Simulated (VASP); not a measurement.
Crystal: CsSnI3.

```
CELL_PARAMETERS angstrom
6.24140 0.00000 0.00000
0.00000 6.24140 0.00000
0.00000 0.00000 6.24140
ATOMIC_POSITIONS crystal
Cs 0.00000 0.00000 0.00000
Sn 0.50000 0.50000 0.50000
I 0.00000 0.50000 0.50000
I 0.50000 0.00000 0.50000
I 0.50000 0.50000 0.00000
```

Base run:

* Program: VASP 6.6.1
* Functional: r2SCAN
* Potentials or basis: VASP PAW PBE potentials, release 64 (Cs_sv, Sn_d, I)
* Cutoff: 520 eV
* k mesh: 4 × 4 × 4
* Occupations: gaussian, width 0.01 eV
* Spin: no spin polarisation

Its results: band gap on the k mesh 0.50 eV, direct; pressure 0.0 GPa.

Question: The run is repeated on the same cell with these changes: functional from r2SCAN to PBE. What comes out?

Answer: Band gap on the k mesh 0.38 eV, direct; pressure 0.5 GPa.

r2SCAN gives the wider gap, since meta-GGAs in the generalised Kohn-Sham scheme recover part of the derivative discontinuity.

Caveats: spin-orbit coupling is left out, which moves the levels of the heavy elements; the PAW data sets were made with another functional, which shifts forces and pressure a little (some runs).

A k mesh can miss the band edges.
